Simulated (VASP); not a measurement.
Input of a VASP 6.6.1 run:

The input INCAR:

```
SYSTEM = Ru
  PREC = Accurate
  ENCUT = 500
  EDIFF = 1E-6
  ISMEAR = 0
  SIGMA = 0.1
  LREAL = .False.
  LASPH = .True.
  NELM = 120
  ALGO = Normal
  ISIF = 2
  LWAVE = .False.
  LCHARG = .False.
  GGA = PS
  NBANDS = 13
  GGA_COMPAT = .False.
```

File KPOINTS:

```
Automatic mesh
0
Gamma
  8 8 8
  0 0 0
```

POSCAR

```
Ru
1.0
   -1.5084718663      1.5084718663      1.5084718663
    1.5084718663     -1.5084718663      1.5084718663
    1.5084718663      1.5084718663     -1.5084718663
Ru
1
Direct
    0.0000000000      0.0000000000      0.0000000000
```

Potentials or basis: VASP PAW PBE potentials, release 64 (Ru_pv).

Command:

```sh
$ cat potpaw_PBE.64/Ru_pv/POTCAR > POTCAR
$ mpirun -np 1 vasp_std > vasp.out
```

Predict the band gap on the k mesh.

zero (band 7 reaches 14.54 eV, above the bottom of band 8 at 11.31 eV).

Predict the pressure.

0.0 GPa.

Caveat: the k points lie up to 0.37 Å⁻¹ apart; the PAW data sets were made with another functional, which shifts forces and pressure a little.
